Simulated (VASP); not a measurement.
InSb, 2 atoms in the cell. The structure is tetragonal, space group I-4m2 (No. 119). Conventional cell: a = 4.581 Å, b = 4.581 Å, c = 6.381 Å, α = 90.00°, β = 90.00°, γ = 90.00°. Within 3.7 Å of In (site symmetry -4m2) lie 4 Sb at 2.79 Å. Within 3.7 Å of Sb (site symmetry -4m2) lie 4 In at 2.79 Å.  This cell differs from its parent crystal: strain -0.0150 x Voigt [0, 0, 1, 0, 0, 0].

| Item | Value |
| --- | --- |
| Program | VASP 6.6.1 |
| Task | single point |
| Functional | r2SCAN |
| Potentials or basis | VASP PAW PBE potentials, release 64 (In_d, Sb) |
| Cutoff | 520 eV |
| k mesh | 10 × 10 × 10 |
| Occupations | gaussian, width 0.03 eV |
| Spin | no spin polarisation |
| Dipole correction | no |
| Further INCAR settings | ALGO = Normal; EDIFF = 1e-06; NBANDS = 16 |

Potentials or basis: VASP PAW PBE potentials, release 64 (In_d, Sb).

The run is started by

```console
$ cat potpaw_PBE.64/In_d/POTCAR potpaw_PBE.64/Sb/POTCAR > POTCAR
$ cp INCAR.step1 INCAR
$ mpirun -np 1 vasp_std > vasp.out
$ cp INCAR.step2 INCAR
$ mpirun -np 1 vasp_std > vasp.out
```

Hardware: 1 thread of Intel(R) Xeon(R) Platinum 8488C (Sapphire Rapids), on a shared host.

Q: How long does it take, and how much memory?

A: Wall time 4 min on 1 thread of Intel(R) Xeon(R) Platinum 8488C (Sapphire Rapids) (shared host), peak memory 0.3 GiB. Counts: k points 102.
